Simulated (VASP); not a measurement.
Runs of VASP 6.6.1 on LiH. The structure is that of space group F-43m (No. 216), or close to it. The cells are those of the table. 

```tsv
cell	gap on the mesh (eV)
a = 2.929 Å, angles 60.0°, 2 atoms	(a)
a = 3.132 Å, angles 60.0°, 2 atoms	4.15
a = 3.083 Å, angles 60.0°, 2 atoms	4.22
a = 2.982 Å, angles 60.0°, 2 atoms	(b)
a = 3.034 Å, angles 60.0°, 2 atoms	4.30
```

Alike in all rows: task single point; level PBE; potentials or basis VASP PAW PBE potentials, release 64 (Li_sv, H); no spin polarisation; k mesh 6 × 6 × 6; cutoff (eV) 520; smearing gaussian 0.01 eV.

Estimate the missing entries.

(a) 4.48; (b) 4.38.

Caveats: some runs use coarse meshes.

A k mesh can miss the band edges.
